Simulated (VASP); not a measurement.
Write the native input for VASP 6.6.1 that does the following.

```
Task                   : single point
Functional             : PBE
Potentials or basis    : VASP PAW PBE potentials, release 64 (Sc_sv)
Cutoff                 : 520 eV
k mesh                 : 4 × 2 × 6
Occupations            : gaussian, width 0.1 eV
Spin                   : no spin polarisation
Dipole correction      : no
Further INCAR settings : ALGO = Normal; EDIFF = 1e-06; NBANDS = 30
```

The structure of Sc lies in POSCAR:

```
Sc
1.0
    5.7326077969      0.0000000000      0.0000000000
    0.0000000000      5.1833340460      0.0000000000
    0.0000000000      0.0000000000      3.3233161247
Sc
4
Direct
    0.1684252577      0.2500000000      0.5009039199
    0.8315747423      0.7500000000      0.4990960801
    0.3315747423      0.7500000000      0.0009039199
    0.6684252577      0.2500000000      0.9990960801
```

The input as run:

INCAR

```
PREC     = Accurate       # precision mode
ENCUT    = 520            # plane-wave cutoff, eV
EDIFF    = 1E-6           # SCF threshold, eV
ISMEAR   = 0              # smearing method
SIGMA    = 0.1            # smearing width, eV
LREAL    = False          # projectors in reciprocal space
LASPH    = True           # aspherical terms in the spheres
NELM     = 100            # most SCF steps
ALGO     = Normal         # electronic algorithm
ISIF     = 2              # what is computed and relaxed
LWAVE    = False          # write WAVECAR
LCHARG   = False          # write CHGCAR
GGA      = PE             # functional
NBANDS   = 30             # bands
```

KPOINTS

```
regular mesh
0
Gamma
  4 2 6
```

Potentials or basis: VASP PAW PBE potentials, release 64 (Sc_sv).

Command:

```bash
$ cat potpaw_PBE.64/Sc_sv/POTCAR > POTCAR
$ mpirun -np 1 vasp_std > vasp.out
```

It gave:

```json
{
 "Pressure": "0.1 GPa",
 "Largest force": "0.013 eV/Å",
 "Band gap on the k mesh": "zero (band 22 reaches 4.10 eV, above the bottom of band 23 at 3.29 eV)"
}
```

Caveat: the k points lie up to 0.61 Å⁻¹ apart.

Wall time 53 s on 1 thread of Intel(R) Xeon(R) Platinum 8259CL CPU @ 2.50GHz (Skylake/Cascade Lake), with other jobs on the host, peak memory 0.23 GiB.
